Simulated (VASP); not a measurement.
# PbSe (Fmm2) in VASP: notebook

Runs on PbSe. Level: PBEsol. Tasks: single point.

All numbers are computed with VASP 6.6.1; they aren't measurements. Logs are shortened: lines on timing, memory, paths and dates and some standing lists are left out, and cuts for length are marked.

## 1. The cell of the first run

Symmetry: Fmm2, No. 42, orthorhombic system. The conventional cell has a = 6.236 Å, b = 24.002 Å, c = 6.251 Å, α = 90.00°, β = 90.00°, γ = 90.00°. Pb (site symmetry m) has 5 Se at 2.83 to 3.21 Å within 3.7 Å. Se (site symmetry m) has 5 Pb at 2.83 to 3.21 Å within 3.7 Å.

## 2. Single point, PBEsol

INCAR

```
PREC     = Accurate       # precision mode
ENCUT    = 520            # plane-wave cutoff, eV
EDIFF    = 1E-7           # SCF threshold, eV
ISMEAR   = 0              # smearing method
SIGMA    = 0.01           # smearing width, eV
LREAL    = False          # projectors in reciprocal space
LASPH    = True           # aspherical terms in the spheres
NELM     = 60             # most SCF steps
ALGO     = Normal         # electronic algorithm
ISIF     = 2              # what is computed and relaxed
LWAVE    = False          # write WAVECAR
LCHARG   = True           # write CHGCAR
GGA      = PS             # functional
LELF     = True           # ELF
LVHAR    = True         
NBANDS   = 28             # bands
```

KPOINTS

```
regular mesh
0
Gamma
  4 4 4
```

POSCAR

```
PbSe
1.0
    0.0000000000     12.0007990000      3.1254420000
    3.1181510000      0.0000000000      3.1254420000
    3.1181510000     12.0007990000      0.0000000000
Pb Se
2 2
Direct
    0.1907300000      0.8052670000      0.1947330000
    0.8052670000      0.1907300000      0.8092700000
    0.6744230000      0.2955810000      0.7044190000
    0.2955810000      0.6744230000      0.3255770000
```

Potentials or basis: VASP PAW PBE potentials, release 64 (Pb_d, Se).

The run is started by

```
cat potpaw_PBE.64/Pb_d/POTCAR potpaw_PBE.64/Se/POTCAR > POTCAR
mpirun -np 1 vasp_std > vasp.out
```

OUTCAR:

```text
PREC = Accurate
   ENCUT = 520
   EDIFF = 1E-7
   ISMEAR = 0
   LREAL = False
   LASPH = True
   NELM = 60
   ISIF = 2
   GGA = PS

 ion  position               nearest neighbor table
   1  0.191  0.805  0.195-   4 2.83   3 3.05   3 3.12   3 3.12   3 3.21
   2  0.805  0.191  0.809-   3 2.83   4 3.05   4 3.12   4 3.12   4 3.21
   3  0.674  0.296  0.704-   2 2.83   1 3.05   1 3.12   1 3.12   1 3.21
   4  0.296  0.674  0.326-   1 2.83   2 3.05   2 3.12   2 3.12   2 3.21

  LATTYP: Found a face centered orthorhombic cell.
 ALAT       =     6.2363020000
 B/A-ratio  =     1.0023382447
 C/A-ratio  =     3.8486907786

  Lattice vectors:

 A1 = (   0.0000000000,  12.0007990000,   3.1254420000)
 A2 = (  -3.1181510000,  12.0007990000,   0.0000000000)
 A3 = (  -3.1181510000,   0.0000000000,   3.1254420000)

Analysis of symmetry for initial positions (statically):
=====================================================================
 Subroutine PRICEL returns:
 Original cell was already a primitive cell.

 Routine SETGRP: Setting up the symmetry group for a
 face centered orthorhombic supercell.

 Subroutine GETGRP returns: Found  4 space group operations
 (whereof  4 operations were pure point group operations)
 out of a pool of  8 trial point group operations.

The static configuration has the point symmetry C_2v.

Analysis of symmetry for dynamics (positions and initial velocities):
=====================================================================
 Subroutine PRICEL returns:
 Original cell was already a primitive cell.

 Routine SETGRP: Setting up the symmetry group for a
 face centered orthorhombic supercell.

 Subroutine GETGRP returns: Found  4 space group operations
 (whereof  4 operations were pure point group operations)
 out of a pool of  8 trial point group operations.

The dynamic configuration has the point symmetry C_2v.

 Subroutine INISYM returns: Found  4 space group operations
 (whereof  4 operations are pure point group operations),
 and found     1 'primitive' translations

----------------------------------------------------------------------------------------

                                     Primitive cell

  volume of cell :     233.9100

  direct lattice vectors                    reciprocal lattice vectors
     0.000000000 12.000799000  3.125442000    -0.160351439  0.041663893  0.159977373
     3.118151000  0.000000000  3.125442000     0.160351439 -0.041663893  0.159977373
     3.118151000 12.000799000  0.000000000     0.160351439  0.041663893 -0.159977373

  length of vectors
    12.401111415  4.414889959 12.399275878     0.230306804  0.230306804  0.230306804

  position of ions in fractional coordinates (direct lattice)
     0.190730000  0.805267000  0.194733000
     0.805267000  0.190730000  0.809270000
     0.674423000  0.295581000  0.704419000
     0.295581000  0.674423000  0.325577000

  ion indices of the primitive-cell ions
   primitive index   ion index
                 1           1
                 2           2
                 3           3
                 4           4

----------------------------------------------------------------------------------------

 KPOINTS: regular mesh

Automatic generation of k-mesh.
 Grid dimensions read from file:
 generate k-points for:    4    4    4

 Generating k-lattice:

  Cartesian coordinates                     Fractional coordinates (reciprocal lattice)
    -0.040087860  0.010415973  0.039994343     0.250000000  0.000000000  0.000000000
     0.040087860 -0.010415973  0.039994343     0.000000000  0.250000000 -0.000000000
     0.040087860  0.010415973 -0.039994343     0.000000000 -0.000000000  0.250000000

  Length of vectors
     0.057576701  0.057576701  0.057576701

  Shift w.r.t. Gamma in fractional coordinates (k-lattice)
     0.000000000  0.000000000  0.000000000

 Subroutine IBZKPT returns following result:
 ===========================================

 Found     18 irreducible k-points:

 Following reciprocal coordinates:
            Coordinates               Weight
  0.000000  0.000000  0.000000      1.000000
  0.250000  0.000000  0.000000      8.000000
  0.500000  0.000000  0.000000      4.000000
  0.250000  0.250000  0.000000      2.000000
  0.500000  0.250000  0.000000      8.000000
 -0.250000  0.250000 -0.000000      4.000000
[... 10 lines left out ...]
 -0.250000  0.250000  0.500000      2.000000
  0.000000  0.500000  0.500000      1.000000
   k-points           NKPTS =     18   k-points in BZ     NKDIM =     18   number of bands    NBANDS=     28
   number of dos      NEDOS =    301   number of ions     NIONS =      4
   total plane-waves  NPLWV = 331776
   dimension x,y,z NGX =    96 NGY =   36 NGZ =   96
   dimension x,y,z NGXF=   192 NGYF=   72 NGZF=  192
   ions per type =               2   2
   NGX,Y,Z   is equivalent  to a cutoff of  12.87, 13.56, 12.87 a.u.
   NGXF,Y,Z  is equivalent  to a cutoff of  25.74, 27.11, 25.74 a.u.
 SYSTEM =  unknown system
   PREC   = accura    normal or accurate (medium, high low for compatibility)
   ISTART =      0    job   : 0-new  1-cont  2-samecut
   ICHARG =      2    charge: 1-file 2-atom 10-const
   ISPIN  =      1    spin polarized calculation?
   LNONCOLLINEAR =      F non collinear calculations
   LSORBIT =      F    spin-orbit coupling
   LASPH  =      T    aspherical Exc in radial PAW
   ENCUT  =  520.0 eV  38.22 Ry    6.18 a.u.  23.06  8.21 23.05*2*pi/ulx,y,z
   NELM   =     60;   NELMIN=  2; NELMDL= -5     # of ELM steps
   EDIFF  = 0.1E-06   stopping-criterion for ELM
   LREAL  =      F    real-space projection
   EDIFFG = 0.1E-05   stopping-criterion for IOM
   NSW    =      0    number of steps for IOM
   IBRION =     -1    ionic relax: 0-MD 1-quasi-New 2-CG
   NFREE  =      0    steps in history (QN), initial steepest desc. (CG)
   ISIF   =      2    stress and relaxation
   ISYM   =      2    0-nonsym 1-usesym 2-fastsym
   POTIM  = 0.5000    time-step for ionic-motion
   TEBEG  =    0.0;   TEEND  =   0.0 temperature during run
   PSTRESS=    0.0 pullay stress
   NELECT =      40.0000    total number of electrons
   NUPDOWN=      -1.0000    fix difference up-down
   EMIN   =  10.00;   EMAX   =-10.00  energy-range for DOS
   EFERMI =   0.00;   METHOD = LEGACY
   ISMEAR =     0;   SIGMA  =   0.01  broadening in eV -4-tet -1-fermi 0-gaus
   EFERMI_NEDOS =   21; number of points for ismear=-14 and -15
   IALGO  =     38    algorithm
   IMIX   =      4    mixing-type and parameters
     AMIX     =   0.40;   BMIX     =  1.00
     AMIX_MAG =   1.60;   BMIX_MAG =  1.00
  volume/ion in A,a.u.               =      58.48       394.63
  Fermi-wavevector in a.u.,A,eV,Ry     =   0.908682  1.717160 11.234370  0.825703
  Thomas-Fermi vector in A             =   2.032637
   LORBIT       =      0    0 simple, 1 ext, 2 COOP (PROOUT), +10 PAW based schemes
   GGA     = PS    functional components
   LHFCALC =     F    Hartree Fock is set to
   AEXX    =    0.0000 exact exchange contribution
   IVDW    =     0    specifies the selected vdW correction
   LEPSILON=     F    determine dielectric tensor
   LRPA    =     F    only Hartree local field effects (RPA)
 non-spin polarized calculation
 Gauss-broadening in eV      SIGMA  =   0.01
  energy-cutoff  :      520.00
  volume of cell :      233.91
 maximum number of plane-waves:      6336
 NGX is ok and might be reduce to    96
   NGX = 45   NGY = 17   NGZ = 45

 number of electron      40.0000002 magnetization

 Free energy of the ion-electron system (eV)
  ---------------------------------------------------
  ext. energy  EPLUGINS =         0.00000000
  ---------------------------------------------------
  free energy    TOTEN  =       -17.33736042 eV

  energy without entropy =      -17.33736042  energy(sigma->0) =      -17.33736042

 E-fermi :  -0.3494     XC(G=0):  -5.6129

 val. band max:       -0.4118517453   @ k =  -0.2500   0.0000   0.2500
 cond. band min:       1.2273928528   @ k =  -0.2500   0.0000   0.2500
 fundamental gap:      1.6392445981
 Fermi energy:        -0.3494388658

 k-point     1 :       0.0000    0.0000    0.0000
  band No.  band energies     occupation
      1     -16.6430      2.00000
      2     -16.5491      2.00000
      3     -16.5414      2.00000
      4     -16.5324      2.00000
      5     -16.5323      2.00000
      6     -16.5309      2.00000
[... 20 lines left out ...]
     27       5.2182      0.00000
     28       5.3253      0.00000

 k-point     2 :       0.2500    0.0000    0.0000
  band No.  band energies     occupation
      1     -16.6176      2.00000
      2     -16.5473      2.00000
      3     -16.5429      2.00000
      4     -16.5396      2.00000
      5     -16.5379      2.00000
      6     -16.5267      2.00000
[... 20 lines left out ...]
     27       4.5260      0.00000
     28       6.0577      0.00000

 k-point     3 :       0.5000    0.0000    0.0000
  band No.  band energies     occupation
      1     -16.5736      2.00000
      2     -16.5736      2.00000
      3     -16.5504      2.00000
      4     -16.5504      2.00000
      5     -16.5284      2.00000
      6     -16.5284      2.00000
[... 20 lines left out ...]
     27       5.6426      0.00000
     28       6.0066      0.00000

 k-point     4 :       0.2500    0.2500    0.0000
  band No.  band energies     occupation
      1     -16.6121      2.00000
      2     -16.5727      2.00000
      3     -16.5394      2.00000
      4     -16.5384      2.00000
      5     -16.5372      2.00000
      6     -16.5220      2.00000
[... 392 lines left out ...]
     27       5.1508      0.00000
     28       5.2216      0.00000

 k-point    17 :      -0.2500    0.2500    0.5000
  band No.  band energies     occupation
      1     -16.6121      2.00000
      2     -16.5727      2.00000
      3     -16.5394      2.00000
      4     -16.5384      2.00000
      5     -16.5372      2.00000
      6     -16.5220      2.00000
[... 20 lines left out ...]
     27       5.4053      0.00000
     28       5.9311      0.00000

 k-point    18 :       0.0000    0.5000    0.5000
  band No.  band energies     occupation
      1     -16.6300      2.00000
      2     -16.6300      2.00000
      3     -16.5444      2.00000
      4     -16.5439      2.00000
      5     -16.5260      2.00000
      6     -16.5257      2.00000
[... 20 lines left out ...]
     27       6.0179      0.00000
     28       6.0685      0.00000

------------------------ aborting loop because EDIFF is reached ----------------------------------------

  FORCE on cell =-STRESS in cart. coord.  units (eV):
  Direction    XX          YY          ZZ          XY          YZ          ZX
  --------------------------------------------------------------------------------------
  -------------------------------------------------------------------------------------
  Total       -1.9557485     -1.5021102     -1.9787413      0.0000000      0.0000000      0.0000000
  in kB      -13.3959908    -10.2887742    -13.5534814      0.0000000      0.0000000      0.0000000
  external PRESSURE =     -12.4127488 kB  Pullay stress =       0.0000000 kB

 VOLUME and BASIS-vectors are now :
 -----------------------------------------------------------------------------
  energy-cutoff  :      520.00
  volume of cell :      233.91
      direct lattice vectors                 reciprocal lattice vectors
     0.000000000 12.000799000  3.125442000    -0.160351439  0.041663893  0.159977373
     3.118151000  0.000000000  3.125442000     0.160351439 -0.041663893  0.159977373
     3.118151000 12.000799000  0.000000000     0.160351439  0.041663893 -0.159977373

 POSITION                                       TOTAL-FORCE (eV/Angst)
 -----------------------------------------------------------------------------------
      3.11815      4.62586      3.11293         0.000000      0.250196      0.008823
      3.11815     19.37573      3.11293         0.000000     -0.250196      0.008823
      3.11815     16.54721      3.03169         0.000000      0.269219     -0.008823
      3.11815      7.45439      3.03169         0.000000     -0.269219     -0.008823
 -----------------------------------------------------------------------------------
    total drift:                               -0.000023     -0.000009      0.000129

  FREE ENERGIE OF THE ION-ELECTRON SYSTEM (eV)
  ---------------------------------------------------
  free  energy   TOTEN  =       -17.3373604189 eV

  energy  without entropy=      -17.3373604189  energy(sigma->0) =      -17.33736042
```

Run time: 8.2 min. Hardware: 1 thread of Intel Xeon Platinum 8375C at 2.90GHz (Ice Lake), shared host; peak memory 0.69 GiB.

Results:

```
Free energy            : -17.3374 eV
Pressure               : -1.2 GPa
Largest force          : 0.269 eV/Å
Band gap on the k mesh : 1.64 eV
```

Forces in eV/Å, atoms in the order of the input:
```
Pb   0.000  0.250  0.009
Pb   0.000 -0.250  0.009
Se   0.000  0.269 -0.009
Se   0.000 -0.269 -0.009
```

Levels at points of the mesh, in eV from the valence-band top:
| k point | band 17 | band 18 | band 19 | band 20 | band 21 | band 22 | band 23 | band 24 |
| --- | --- | --- | --- | --- | --- | --- | --- | --- |
| (0.00, 0.00, 0.00) | -2.21 | -1.21 | -1.20 | -0.34 | 2.31 | 4.17 | 4.56 | 4.96 |
| (0.50, 0.00, 0.00) | -0.78 | -0.78 | 0.00 | 0.00 | 1.64 | 1.64 | 2.59 | 2.59 |
| (0.50, 0.50, 0.00) | -2.58 | -2.57 | -1.24 | -1.23 | 3.77 | 3.81 | 5.18 | 5.18 |
| (0.50, 0.00, 0.50) | -2.21 | -1.21 | -1.20 | -0.34 | 2.21 | 4.56 | 4.82 | 4.98 |
| (0.00, 0.50, 0.50) | -2.58 | -2.57 | -1.24 | -1.23 | 3.79 | 3.79 | 5.17 | 5.20 |

Caveat: the PAW data sets were made with another functional, which shifts forces and pressure a little; spin-orbit coupling is left out, which moves the levels of the heavy elements. A k mesh can miss the band edges.

[end of part 1 of 2]
